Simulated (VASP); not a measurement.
# Ge (Cmmm) in VASP: further runs

Runs on Ge. Level: r2SCAN. Tasks: single point.

All numbers are computed with VASP 6.6.1; they aren't measurements. Logs are shortened: lines on timing, memory, paths and dates and some standing lists are left out, and cuts for length are marked.

### 1 The cell of the first run

It takes space group Cmmm (No. 65, orthorhombic). Conventional cell: a = 2.794 Å, b = 5.227 Å, c = 2.698 Å, α = 90.00°, β = 90.00°, γ = 90.00°. Ge (site symmetry mmm) has 8 Ge at 2.70 to 2.96 Å within 3.6 Å.

### 2 Single point, r2SCAN (strain +0.0050 x Voigt [0, 1, 0, 0, 0, 0])

File POSCAR:

```
Ge
1.0
    1.3971490000     -2.6135185800      0.0000000000
    1.3971490000      2.6135185800      0.0000000000
    0.0000000000      0.0000000000      2.6982310000
Ge
1
Direct
    0.5000000000      0.5000000000      0.0000000000
```

File INCAR.step1:

```
SYSTEM = Ge
ALGO = Normal
EDIFF = 1E-4
ENCUT = 520
GGA = PE
ISMEAR = 0
LASPH = .True.
LCHARG = .False.
LREAL = .False.
LWAVE = .True.
NBANDS = 13
NELM = 60
PREC = Accurate
SIGMA = 0.15
```

File INCAR.step2:

```
SYSTEM = Ge
ALGO = Normal
EDIFF = 1E-6
ENCUT = 520
ISIF = 2
ISMEAR = 0
ISTART = 1
LASPH = .True.
LCHARG = .False.
LMIXTAU = .True.
LREAL = .False.
LWAVE = .False.
METAGGA = R2SCAN
NBANDS = 13
NELM = 60
PREC = Accurate
SIGMA = 0.15
```

File KPOINTS:

```
k-points
0
Gamma
  20 20 18
  0 0 0
```

Potentials or basis: VASP PAW PBE potentials, release 64 (Ge_d).

Started as:

```
$ cat potpaw_PBE.64/Ge_d/POTCAR > POTCAR
$ cp INCAR.step1 INCAR
$ mpirun -np 1 vasp_std > vasp.out
$ cp INCAR.step2 INCAR
$ mpirun -np 1 vasp_std > vasp.out
```

OUTCAR:

```text
SYSTEM = Ge
   EDIFF = 1E-6
   ENCUT = 520
   ISIF = 2
   ISMEAR = 0
   ISTART = 1
   LASPH = .True.
   LREAL = .False.
   METAGGA = R2SCAN
   NELM = 60
   PREC = Accurate

 ion  position               nearest neighbor table
   1  0.500  0.500  0.000-

  LATTYP: Found a base centered orthorhombic cell.
 ALAT       =     2.7942980000
 B/A-ratio  =     1.8706083460
 C/A-ratio  =     0.9656203454

  Lattice vectors:

 A1 = (   1.3971490000,  -2.6135185800,   0.0000000000)
 A2 = (   1.3971490000,   2.6135185800,   0.0000000000)
 A3 = (   0.0000000000,   0.0000000000,   2.6982310000)

Analysis of symmetry for initial positions (statically):
=====================================================================
 Subroutine PRICEL returns:
 Original cell was already a primitive cell.

 Routine SETGRP: Setting up the symmetry group for a
 base centered orthorhombic supercell.

 Subroutine GETGRP returns: Found  8 space group operations
 (whereof  8 operations were pure point group operations)
 out of a pool of  8 trial point group operations.

The static configuration has the point symmetry D_2h.

Analysis of symmetry for dynamics (positions and initial velocities):
=====================================================================
 Subroutine PRICEL returns:
 Original cell was already a primitive cell.

 Routine SETGRP: Setting up the symmetry group for a
 base centered orthorhombic supercell.

 Subroutine GETGRP returns: Found  8 space group operations
 (whereof  8 operations were pure point group operations)
 out of a pool of  8 trial point group operations.

The dynamic configuration has the point symmetry D_2h.

 Subroutine INISYM returns: Found  8 space group operations
 (whereof  8 operations are pure point group operations),
 and found     1 'primitive' translations

----------------------------------------------------------------------------------------

                                     Primitive cell

  volume of cell :      19.7050

  direct lattice vectors                    reciprocal lattice vectors
     1.397149000 -2.613518580  0.000000000     0.357871637 -0.191312969  0.000000000
     1.397149000  2.613518580  0.000000000     0.357871637  0.191312969  0.000000000
     0.000000000  0.000000000  2.698231000     0.000000000  0.000000000  0.370613191

  length of vectors
     2.963529095  2.963529095  2.698231000     0.405798917  0.405798917  0.370613191
[... 85 lines left out ...]
   ISIF   =      2    stress and relaxation
   ISYM   =      2    0-nonsym 1-usesym 2-fastsym
   POTIM  = 0.5000    time-step for ionic-motion
   TEBEG  =    0.0;   TEEND  =   0.0 temperature during run
   PSTRESS=    0.0 pullay stress
   NELECT =      14.0000    total number of electrons
   NUPDOWN=      -1.0000    fix difference up-down
   EMIN   =  10.00;   EMAX   =-10.00  energy-range for DOS
   EFERMI =   0.00;   METHOD = LEGACY
   ISMEAR =     0;   SIGMA  =   0.15  broadening in eV -4-tet -1-fermi 0-gaus
   EFERMI_NEDOS =   21; number of points for ismear=-14 and -15
   IALGO  =     38    algorithm
   IMIX   =      4    mixing-type and parameters
     AMIX     =   0.40;   BMIX     =  1.00
     AMIX_MAG =   1.60;   BMIX_MAG =  1.00
  volume/ion in A,a.u.               =      19.71       132.98
  Fermi-wavevector in a.u.,A,eV,Ry     =   1.460803  2.760518 29.034096  2.133946
  Thomas-Fermi vector in A             =   2.577210
   LORBIT       =      0    0 simple, 1 ext, 2 COOP (PROOUT), +10 PAW based schemes
   METAGGA = R2SCAN    functional components
   LHFCALC =     F    Hartree Fock is set to
   AEXX    =    0.0000 exact exchange contribution
   IVDW    =     0    specifies the selected vdW correction
   LEPSILON=     F    determine dielectric tensor
   LRPA    =     F    only Hartree local field effects (RPA)
 non-spin polarized calculation
 Gauss-broadening in eV      SIGMA  =   0.15
  energy-cutoff  :      520.00
  volume of cell :       19.71
 maximum number of plane-waves:       546
 NGX is ok and might be reduce to    24
   NGX = 11   NGY = 11   NGZ = 11

 number of electron      14.0000005 magnetization

 Free energy of the ion-electron system (eV)
  ---------------------------------------------------
  ext. energy  EPLUGINS =         0.00000000
  ---------------------------------------------------
  free energy    TOTEN  =       -13.47629989 eV

  energy without entropy =      -13.47167774  energy(sigma->0) =      -13.47398882

 E-fermi :   6.0688     XC(G=0): -12.0473

 val. band max:        6.0677312549   @ k =  -0.4500   0.2000   0.0000
 cond. band min:       6.0689644513   @ k =  -0.4000   0.1500   0.2778
 fundamental gap:      0.0012331964
 Fermi energy:         6.0687657143

 k-point     1 :       0.0000    0.0000    0.0000
  band No.  band energies     occupation
      1     -19.4393      2.00000
      2     -19.3747      2.00000
      3     -19.3181      2.00000
      4     -19.2110      2.00000
      5     -19.1913      2.00000
      6      -7.4095      2.00000
      7      13.0769      0.00000
      8      13.4110      0.00000
      9      15.1131      0.00000
     10      16.6254      0.00000
     11      19.1754      0.00000
     12      21.8629      0.00000
     13      22.1117      0.00000
[... 354 lines left out ...]
  band No.  band energies     occupation
      1     -19.4062      2.00000
      2     -19.3385      2.00000
      3     -19.2630      2.00000
      4     -19.2355      2.00000
      5     -19.2160      2.00000
      6      -4.7478      2.00000
      7       4.8055      2.00000
      8       9.4870      0.00000
      9      15.4869      0.00000
     10      15.6830      0.00000
     11      20.2929      0.00000
     12      26.8829      0.00000
     13      27.6786      0.00000

 [... further k-points ...]

------------------------ aborting loop because EDIFF is reached ----------------------------------------

  FORCE on cell =-STRESS in cart. coord.  units (eV):
  Direction    XX          YY          ZZ          XY          YZ          ZX
  --------------------------------------------------------------------------------------
  -------------------------------------------------------------------------------------
  Total       -0.3503833     -0.5219925     -0.4541810      0.0000000      0.0000000      0.0000000
  in kB      -28.4889539    -42.4421551    -36.9285340      0.0000000      0.0000000      0.0000000
  external PRESSURE =     -35.9532143 kB  Pullay stress =       0.0000000 kB

 VOLUME and BASIS-vectors are now :
 -----------------------------------------------------------------------------
  energy-cutoff  :      520.00
  volume of cell :       19.71
      direct lattice vectors                 reciprocal lattice vectors
     1.397149000 -2.613518580  0.000000000     0.357871637 -0.191312969  0.000000000
     1.397149000  2.613518580  0.000000000     0.357871637  0.191312969  0.000000000
     0.000000000  0.000000000  2.698231000     0.000000000  0.000000000  0.370613191

 POSITION                                       TOTAL-FORCE (eV/Angst)
 -----------------------------------------------------------------------------------
      1.39715      0.00000      0.00000         0.000000     -0.000000      0.000000
 -----------------------------------------------------------------------------------
    total drift:                               -0.000000     -0.000000     -0.000000

  FREE ENERGIE OF THE ION-ELECTRON SYSTEM (eV)
  ---------------------------------------------------
  free  energy   TOTEN  =       -13.4762998899 eV

  energy  without entropy=      -13.4716777441  energy(sigma->0) =      -13.47398882
```

OUTCAR.step1:

```text
SYSTEM = Ge
   EDIFF = 1E-4
   ENCUT = 520
   GGA = PE
   ISMEAR = 0
   LASPH = .True.
[... 604 lines left out ...]
 -----------------------------------------------------------------------------------
      1.39715      0.00000      0.00000         0.000000      0.000000      0.000000
 -----------------------------------------------------------------------------------
    total drift:                               -0.000000     -0.000000     -0.000000

  FREE ENERGIE OF THE ION-ELECTRON SYSTEM (eV)
  ---------------------------------------------------
  free  energy   TOTEN  =        -4.2702085178 eV

  energy  without entropy=       -4.2654692571  energy(sigma->0) =       -4.26783889
```

Run time: 2.8 min. Hardware: 1 thread of Intel Xeon 6975P-C (Granite Rapids), shared host; peak memory 0.35 GiB.

What came out:

| Quantity | Value |
| --- | --- |
| Free energy | -13.4763 eV |
| Pressure | -3.6 GPa |
| Band gap on the k mesh | zero (bands 7 and 8 overlap by 10.07 eV) |

Stress tensor (GPa, compression positive):
```
-2.85  0.00  0.00
 0.00 -4.24  0.00
 0.00  0.00 -3.69
```

Levels at points of the mesh, in eV from the Fermi level:
| k point | band 5 | band 6 | band 7 | band 8 | band 9 | band 10 |
| --- | --- | --- | --- | --- | --- | --- |
| (0.00, 0.00, 0.00) | -25.26 | -13.48 | 7.01 | 7.34 | 9.04 | 10.56 |
| (0.50, 0.00, 0.00) | -25.29 | -8.14 | -5.56 | 3.52 | 7.84 | 11.09 |
| (0.50, 0.50, 0.00) | -25.27 | -9.11 | -5.78 | 5.51 | 9.65 | 10.33 |
| (0.00, 0.00, 0.50) | -25.30 | -9.53 | -5.91 | 10.40 | 12.10 | 16.58 |
| (0.50, 0.00, 0.50) | -25.19 | -3.67 | -2.46 | -1.79 | 4.12 | 6.56 |
| (0.50, 0.50, 0.50) | -25.21 | -4.77 | -2.62 | -2.50 | 3.72 | 8.57 |

Caveat: the cell differs from its parent crystal (strain +0.0050 x Voigt [0, 1, 0, 0, 0, 0]); the cell stands under tension; the PAW data sets were made with another functional, which shifts forces and pressure a little.

[end of part 1 of 2]
